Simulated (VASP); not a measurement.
# Al in VASP: a series of runs

Al is run at these levels: PBE; tasks: single point.

All numbers are computed with VASP 6.6.1; they aren't measurements. Logs are shortened: lines on timing, memory, paths and dates and some standing lists are left out, and cuts for length are marked.

## Step 1: The cell of the first run

The structure is cubic, space group Fm-3m (No. 225). The conventional cell has a = 4.127 Å, b = 4.127 Å, c = 4.127 Å, α = 90.00°, β = 90.00°, γ = 90.00°. Within 3.8 Å of Al (site symmetry m-3m) lie 12 Al at 2.92 Å.

## Step 2: Single point, PBE (volume scaled by 1.06)

Contents of INCAR:

```
  ALGO = Normal
  EDIFF = 1E-6
  ENCUT = 520
  GGA = PE
  ISIF = 2
  ISMEAR = -1
  LASPH = T
  LCHARG = F
  LREAL = F
  LWAVE = F
  NBANDS = 8
  NELM = 100
  PREC = Accurate
  SIGMA = 0.05
```

Contents of KPOINTS:

```
k-points
0
Gamma
  14 14 14
```

Contents of POSCAR:

```
Al
1.0
    0.0000000000      2.0636759603      2.0636759603
    2.0636759603      0.0000000000      2.0636759603
    2.0636759603      2.0636759603      0.0000000000
Al
1
Direct
    0.0000000000      0.0000000000      0.0000000000
```

Potentials or basis: VASP PAW PBE potentials, release 64 (Al).

Run with:

```
$ cat potpaw_PBE.64/Al/POTCAR > POTCAR
$ mpirun -np 1 vasp_std > vasp.out
```

OUTCAR:

```text
EDIFF = 1E-6
   ENCUT = 520
   GGA = PE
   ISIF = 2
   ISMEAR = -1
   LASPH = T
   LREAL = F
   NELM = 100
   PREC = Accurate

 ion  position               nearest neighbor table
   1  0.000  0.000  0.000-

  LATTYP: Found a face centered cubic cell.
 ALAT       =     4.1273519206

  Lattice vectors:

 A1 = (   0.0000000000,   2.0636759603,   2.0636759603)
 A2 = (   2.0636759603,   0.0000000000,   2.0636759603)
 A3 = (   2.0636759603,   2.0636759603,   0.0000000000)

Analysis of symmetry for initial positions (statically):
=====================================================================
 Subroutine PRICEL returns:
 Original cell was already a primitive cell.

 Routine SETGRP: Setting up the symmetry group for a
 face centered cubic supercell.

 Subroutine GETGRP returns: Found 48 space group operations
 (whereof 48 operations were pure point group operations)
 out of a pool of 48 trial point group operations.

The static configuration has the point symmetry O_h .

Analysis of symmetry for dynamics (positions and initial velocities):
=====================================================================
 Subroutine PRICEL returns:
 Original cell was already a primitive cell.

 Routine SETGRP: Setting up the symmetry group for a
 face centered cubic supercell.

 Subroutine GETGRP returns: Found 48 space group operations
 (whereof 48 operations were pure point group operations)
 out of a pool of 48 trial point group operations.

The dynamic configuration has the point symmetry O_h .

 Subroutine INISYM returns: Found 48 space group operations
 (whereof 48 operations are pure point group operations),
 and found     1 'primitive' translations

----------------------------------------------------------------------------------------

                                     Primitive cell

  volume of cell :      17.5774

  direct lattice vectors                    reciprocal lattice vectors
     0.000000000  2.063675960  2.063675960    -0.242286100  0.242286100  0.242286100
     2.063675960  0.000000000  2.063675960     0.242286100 -0.242286100  0.242286100
     2.063675960  2.063675960  0.000000000     0.242286100  0.242286100 -0.242286100

  length of vectors
     2.918478531  2.918478531  2.918478531     0.419651835  0.419651835  0.419651835

  position of ions in fractional coordinates (direct lattice)
     0.000000000  0.000000000  0.000000000

  ion indices of the primitive-cell ions
   primitive index   ion index
                 1           1

----------------------------------------------------------------------------------------

 KPOINTS: k-points

Automatic generation of k-mesh.
 Grid dimensions read from file:
 generate k-points for:   14   14   14

 Generating k-lattice:

  Cartesian coordinates                     Fractional coordinates (reciprocal lattice)
    -0.017306150  0.017306150  0.017306150     0.071428571  0.000000000  0.000000000
     0.017306150 -0.017306150  0.017306150     0.000000000  0.071428571  0.000000000
     0.017306150  0.017306150 -0.017306150     0.000000000  0.000000000  0.071428571

  Length of vectors
     0.029975131  0.029975131  0.029975131

  Shift w.r.t. Gamma in fractional coordinates (k-lattice)
     0.000000000  0.000000000  0.000000000

 Subroutine IBZKPT returns following result:
 ===========================================

 Found    104 irreducible k-points:

 Following reciprocal coordinates:
            Coordinates               Weight
  0.000000  0.000000  0.000000      1.000000
  0.071429  0.000000  0.000000      8.000000
  0.142857  0.000000  0.000000      8.000000
  0.214286  0.000000  0.000000      8.000000
  0.285714  0.000000  0.000000      8.000000
  0.357143  0.000000  0.000000      8.000000
[... 16 lines left out ...]
  0.214286  0.142857  0.000000     24.000000
  0.285714  0.142857  0.000000     24.000000
 [... further k-points ...]
   k-points           NKPTS =    104   k-points in BZ     NKDIM =    104   number of bands    NBANDS=      8
   number of dos      NEDOS =    301   number of ions     NIONS =      1
   total plane-waves  NPLWV =  13824
   dimension x,y,z NGX =    24 NGY =   24 NGZ =   24
   dimension x,y,z NGXF=    48 NGYF=   48 NGZF=   48
   ions per type =               1
   NGX,Y,Z   is equivalent  to a cutoff of  13.67, 13.67, 13.67 a.u.
   NGXF,Y,Z  is equivalent  to a cutoff of  27.34, 27.34, 27.34 a.u.
 SYSTEM =  unknown system
   PREC   = accura    normal or accurate (medium, high low for compatibility)
   ISTART =      0    job   : 0-new  1-cont  2-samecut
   ICHARG =      2    charge: 1-file 2-atom 10-const
   ISPIN  =      1    spin polarized calculation?
   LNONCOLLINEAR =      F non collinear calculations
   LSORBIT =      F    spin-orbit coupling
   LASPH  =      T    aspherical Exc in radial PAW
   ENCUT  =  520.0 eV  38.22 Ry    6.18 a.u.   5.43  5.43  5.43*2*pi/ulx,y,z
   NELM   =    100;   NELMIN=  2; NELMDL= -5     # of ELM steps
   EDIFF  = 0.1E-05   stopping-criterion for ELM
   LREAL  =      F    real-space projection
   EDIFFG = 0.1E-04   stopping-criterion for IOM
   NSW    =      0    number of steps for IOM
   IBRION =     -1    ionic relax: 0-MD 1-quasi-New 2-CG
   NFREE  =      0    steps in history (QN), initial steepest desc. (CG)
   ISIF   =      2    stress and relaxation
   ISYM   =      2    0-nonsym 1-usesym 2-fastsym
   POTIM  = 0.5000    time-step for ionic-motion
   TEBEG  =    0.0;   TEEND  =   0.0 temperature during run
   PSTRESS=    0.0 pullay stress
   NELECT =       3.0000    total number of electrons
   NUPDOWN=      -1.0000    fix difference up-down
   EMIN   =  10.00;   EMAX   =-10.00  energy-range for DOS
   EFERMI =   0.00;   METHOD = LEGACY
   ISMEAR =    -1;   SIGMA  =   0.05  broadening in eV -4-tet -1-fermi 0-gaus
   EFERMI_NEDOS =   21; number of points for ismear=-14 and -15
   IALGO  =     38    algorithm
   IMIX   =      4    mixing-type and parameters
     AMIX     =   0.40;   BMIX     =  1.00
     AMIX_MAG =   1.60;   BMIX_MAG =  1.00
  volume/ion in A,a.u.               =      17.58       118.62
  Fermi-wavevector in a.u.,A,eV,Ry     =   0.908093  1.716047 11.219816  0.824633
  Thomas-Fermi vector in A             =   2.031978
   LORBIT       =      0    0 simple, 1 ext, 2 COOP (PROOUT), +10 PAW based schemes
   GGA     = PE    functional components
   LHFCALC =     F    Hartree Fock is set to
   AEXX    =    0.0000 exact exchange contribution
   IVDW    =     0    specifies the selected vdW correction
   LEPSILON=     F    determine dielectric tensor
   LRPA    =     F    only Hartree local field effects (RPA)
 non-spin polarized calculation
  energy-cutoff  :      520.00
  volume of cell :       17.58
 maximum number of plane-waves:       495
 NGX is ok and might be reduce to    24
   NGX = 11   NGY = 11   NGZ = 11

 number of electron       3.0000000 magnetization

 Free energy of the ion-electron system (eV)
  ---------------------------------------------------
  ext. energy  EPLUGINS =         0.00000000
  ---------------------------------------------------
  free energy    TOTEN  =        -3.72359972 eV

  energy without entropy =       -3.71855902  energy(sigma->0) =       -3.72107937

 E-fermi :   7.3346     XC(G=0):  -9.9702

 val. band max:        7.2766904377   @ k =  -0.2857   0.5000   0.2143
 cond. band min:       7.3503786671   @ k =  -0.4286   0.3571   0.0000
 fundamental gap:      0.0736882294
 Fermi energy:         7.3346199607

 k-point     1 :       0.0000    0.0000    0.0000
  band No.  band energies     occupation
      1      -3.3491      2.00000
      2      19.6299      0.00000
      3      19.6299      0.00000
      4      19.6299      0.00000
      5      20.6561      0.00000
      6      20.6561      0.00000
      7      20.6561      0.00000
      8      23.3709      0.00000

 k-point     2 :       0.0714    0.0000    0.0000
  band No.  band energies     occupation
      1      -3.2161      2.00000
      2      17.4622      0.00000
      3      19.0873      0.00000
      4      19.0873      0.00000
      5      21.3974      0.00000
      6      21.3974      0.00000
      7      21.4278      0.00000
      8      24.6722      0.00000

 k-point     3 :       0.1429    0.0000    0.0000
  band No.  band energies     occupation
      1      -2.8179      2.00000
      2      14.6730      0.00000
      3      18.4288      0.00000
      4      18.4288      0.00000
      5      21.3926      0.00000
      6      22.4905      0.00000
      7      22.4905      0.00000
      8      24.1992      0.00000

 k-point     4 :       0.2143    0.0000    0.0000
  band No.  band energies     occupation
      1      -2.1566      2.00000
      2      11.9625      0.00000
      3      17.9589      0.00000
      4      17.9589      0.00000
      5      21.1947      0.00000
      6      22.1181      0.00000
      7      22.1181      0.00000
      8      24.7176      0.00000

 k-point     5 :       0.2857    0.0000    0.0000
  band No.  band energies     occupation
      1      -1.2355      2.00000
      2       9.4176      0.00000
      3      17.7053      0.00000
      4      17.7053      0.00000
      5      20.9300      0.00000
      6      20.9300      0.00000
      7      21.0854      0.00000
      8      24.7847      0.00000

 k-point     6 :       0.3571    0.0000    0.0000
  band No.  band energies     occupation
      1      -0.0594      2.00000
      2       7.0710      1.98980
      3      17.6724      0.00000
      4      17.6724      0.00000
      5      19.8627      0.00000
      6      19.8627      0.00000
      7      21.1529      0.00000
      8      23.6579      0.00000

 k-point     7 :       0.4286    0.0000    0.0000
  band No.  band energies     occupation
      1       1.3663      2.00000
      2       4.9398      2.00000
      3      17.8531      0.00000
      4      17.8531      0.00000
      5      19.0102      0.00000
      6      19.0102      0.00000
      7      21.4326      0.00000
      8      22.7117      0.00000

 k-point     8 :       0.5000    0.0000    0.0000
  band No.  band energies     occupation
      1       3.0124      2.00000
      2       3.0581      2.00000
      3      18.1089      0.00000
      4      18.1089      0.00000
      5      18.5291      0.00000
      6      18.5291      0.00000
      7      21.8379      0.00000
      8      22.0797      0.00000

 k-point     9 :       0.0714    0.0714    0.0000
  band No.  band energies     occupation
      1      -3.1718      2.00000
      2      18.1167      0.00000
      3      18.1167      0.00000
      4      18.5542      0.00000
      5      20.2372      0.00000
      6      22.4235      0.00000
      7      22.4235      0.00000
      8      24.1067      0.00000

 k-point    10 :       0.1429    0.0714    0.0000
  band No.  band energies     occupation
      1      -2.8621      2.00000
      2      15.6595      0.00000
      3      17.3390      0.00000
      4      18.5379      0.00000
      5      20.5303      0.00000
      6      22.4980      0.00000
      7      22.8545      0.00000
      8      23.5877      0.00000
[... 78 lines left out ...]
 k-point    18 :      -0.2857    0.0714    0.0000
  band No.  band energies     occupation
      1      -0.7553      2.00000
      2       8.7159      0.00000
      3      15.5259      0.00000
      4      18.9301      0.00000
      5      19.5191      0.00000
      6      20.8190      0.00000
      7      21.9464      0.00000
      8      25.5520      0.00000

 k-point    19 :      -0.2143    0.0714    0.0000
  band No.  band energies     occupation
      1      -1.7612      2.00000
      2      11.1861      0.00000
      3      15.7175      0.00000
      4      19.3050      0.00000
      5      20.5124      0.00000
      6      21.9127      0.00000
      7      22.0965      0.00000
      8      23.9251      0.00000

 k-point    20 :      -0.1429    0.0714    0.0000
  band No.  band energies     occupation
      1      -2.5089      2.00000
      2      13.8134      0.00000
      3      16.1530      0.00000
      4      19.7047      0.00000
      5      21.4205      0.00000
      6      22.0439      0.00000
      7      22.7831      0.00000
      8      23.2505      0.00000

 k-point    21 :      -0.0714    0.0714    0.0000
  band No.  band energies     occupation
      1      -2.9948      2.00000
      2      16.3192      0.00000
      3      17.0216      0.00000
      4      19.9741      0.00000
      5      20.8445      0.00000
      6      21.9012      0.00000
      7      22.6939      0.00000
      8      23.8585      0.00000

 k-point    22 :       0.1429    0.1429    0.0000
  band No.  band energies     occupation
      1      -2.6412      2.00000
      2      16.4693      0.00000
      3      16.4693      0.00000
      4      16.8689      0.00000
      5      19.2492      0.00000
      6      20.6286      0.00000
      7      24.7921      0.00000
      8      24.7921      0.00000

 k-point    23 :       0.2143    0.1429    0.0000
  band No.  band energies     occupation
      1      -2.1565      2.00000
      2      14.0802      0.00000
      3      15.8263      0.00000
      4      17.1193      0.00000
      5      18.7123      0.00000
      6      19.6939      0.00000
      7      25.3116      0.00000
      8      25.6007      0.00000

 k-point    24 :       0.2857    0.1429    0.0000
  band No.  band energies     occupation
      1      -1.4105      2.00000
      2      11.4873      0.00000
      3      15.4115      0.00000
      4      16.9855      0.00000
      5      17.2730      0.00000
      6      20.9776      0.00000
      7      24.8206      0.00000
      8      25.3266      0.00000

 [... further k-points ...]
[... 5 lines left out ...]
  --------------------------------------------------------------------------------------
  -------------------------------------------------------------------------------------
  Total       -0.4815888     -0.4815888     -0.4815888      0.0000000     -0.0000000      0.0000000
  in kB      -43.8967627    -43.8967627    -43.8967627      0.0000000     -0.0000000      0.0000000
  external PRESSURE =     -43.8967627 kB  Pullay stress =       0.0000000 kB

 VOLUME and BASIS-vectors are now :
 -----------------------------------------------------------------------------
  energy-cutoff  :      520.00
  volume of cell :       17.58
      direct lattice vectors                 reciprocal lattice vectors
     0.000000000  2.063675960  2.063675960    -0.242286100  0.242286100  0.242286100
     2.063675960  0.000000000  2.063675960     0.242286100 -0.242286100  0.242286100
     2.063675960  2.063675960  0.000000000     0.242286100  0.242286100 -0.242286100

 POSITION                                       TOTAL-FORCE (eV/Angst)
 -----------------------------------------------------------------------------------
      0.00000      0.00000      0.00000         0.000000      0.000000      0.000000
 -----------------------------------------------------------------------------------
    total drift:                                0.000000     -0.000000     -0.000000

  FREE ENERGIE OF THE ION-ELECTRON SYSTEM (eV)
  ---------------------------------------------------
  free  energy   TOTEN  =        -3.7235997225 eV

  energy  without entropy=       -3.7185590243  energy(sigma->0) =       -3.72107937
```

It took 7.6 s on 1 thread of Intel Xeon 6975P-C, shared host; peak memory 0.13 GiB.

Results:

* Free energy: -3.7236 eV
* Pressure: -4.4 GPa

Levels at points of the mesh, in eV from the Fermi level:
```csv
k point,band 1,band 2,band 3,band 4,band 5,band 6
"(0.00, 0.00, 0.00)",-10.68,12.30,12.30,12.30,13.32,13.32
"(0.50, 0.00, 0.00)",-4.32,-4.28,10.77,10.77,11.19,11.19
"(0.50, 0.50, 0.00)",-2.75,-1.58,5.26,5.33,5.33,8.52
```

## Step 3: Single point, PBE (equal xx and yy strain of -2 %)

Contents of INCAR:

```
SYSTEM = Al
  PREC = Accurate
  ENCUT = 520
  EDIFF = 1E-7
  ISMEAR = -1
  SIGMA = 0.05
  LREAL = .FALSE.
  LASPH = .TRUE.
  NELM = 100
  ALGO = Normal
  ISIF = 2
  LWAVE = .FALSE.
  LCHARG = .FALSE.
  GGA = PE
  NBANDS = 8
```

Contents of KPOINTS:

```
regular mesh
0
G
  14 14 14
  0 0 0
```

Contents of POSCAR:

```
Al
1.0
    0.0000000000      1.9835004000      2.0239800000
    1.9835004000      0.0000000000      2.0239800000
    1.9835004000      1.9835004000      0.0000000000
Al
1
Direct
    0.0000000000      0.0000000000      0.0000000000
```

Potentials or basis: VASP PAW PBE potentials, release 64 (Al).

Run with:

```
$ cat potpaw_PBE.64/Al/POTCAR > POTCAR
$ mpirun -np 1 vasp_std > vasp.out
```

Wall time 78 s (1 thread of AMD EPYC 7R13, shared host); peak memory 0.12 GiB.

The run converged. Its results:

* Free energy: -3.7352 eV
* Pressure: 2.7 GPa

Stress tensor (GPa, compression positive):
```
3.15 0.00 0.00
0.00 3.15 0.00
0.00 0.00 1.94
```

Levels at points of the mesh, in eV from the Fermi level:
```csv
k point,band 1,band 2,band 3,band 4
"(0.00, 0.00, 0.00)",-11.36,12.69,12.92,12.92
"(0.50, 0.00, 0.00)",-4.71,-4.40,11.40,11.53
"(0.50, 0.50, 0.00)",-3.18,-1.87,5.45,6.04
"(0.50, 0.00, 0.50)",-2.89,-1.45,5.21,5.59
```

Caveat: the cell differs from its parent crystal (equal xx and yy strain of -2 %).

## Step 4: Single point, PBE (equal xx and yy strain of +1 %)

Contents of INCAR:

```
SYSTEM = Al
PREC     = Accurate       ! precision mode
ENCUT    = 520            ! plane-wave cutoff, eV
EDIFF    = 1E-6           ! SCF threshold, eV
ISMEAR   = -1             ! smearing method
SIGMA    = 0.05           ! smearing width, eV
LREAL    = .FALSE.        ! projectors in reciprocal space
LASPH    = .TRUE.         ! aspherical terms in the spheres
NELM     = 100            ! most SCF steps
ALGO     = Normal         ! electronic algorithm
ISIF     = 2              ! what is computed and relaxed
LWAVE    = .FALSE.        ! write WAVECAR
LCHARG   = .TRUE.         ! write CHGCAR
GGA      = PE             ! functional
LELF     = .TRUE.         ! ELF
LVHAR    = .TRUE.       
NBANDS   = 8              ! bands
```

Contents of KPOINTS:

```
Automatic mesh
0
G
  14 14 14
  0 0 0
```

Contents of POSCAR:

```
Al
1.0
    0.0000000000      2.0442198000      2.0239800000
    2.0442198000      0.0000000000      2.0239800000
    2.0442198000      2.0442198000      0.0000000000
Al
1
Direct
    0.0000000000      0.0000000000      0.0000000000
```

Run with:

```
$ cat potpaw_PBE.64/Al/POTCAR > POTCAR
$ mpirun -np 1 vasp_std > vasp.out
```

It took 71 s on 1 thread of AMD EPYC 7R13, shared host; peak memory 0.12 GiB.

It converged, with:

| Property | Result |
| --- | --- |
| Free energy | -3.7370 eV |
| Pressure | -2.0 GPa |

Stress tensor (GPa, compression positive):
```
-2.15  0.00  0.00
 0.00 -2.15  0.00
 0.00  0.00 -1.84
```

Levels at points of the mesh, in eV from the Fermi level:
| k point | band 1 | band 2 | band 3 | band 4 | band 5 | band 6 |
| --- | --- | --- | --- | --- | --- | --- |
| (0.00, 0.00, 0.00) | -10.94 | 12.47 | 12.47 | 12.58 | 13.79 | 13.82 |
| (0.50, 0.00, 0.00) | -4.47 | -4.32 | 11.05 | 11.26 | 11.28 | 11.48 |
| (0.50, 0.50, 0.00) | -2.75 | -1.44 | 5.20 | 5.38 | 5.38 | 8.74 |
| (0.50, 0.00, 0.50) | -2.89 | -1.64 | 5.31 | 5.53 | 5.60 | 8.92 |

Caveat: the cell differs from its parent crystal (equal xx and yy strain of +1 %).

(Part 1 of 2 ends here.)
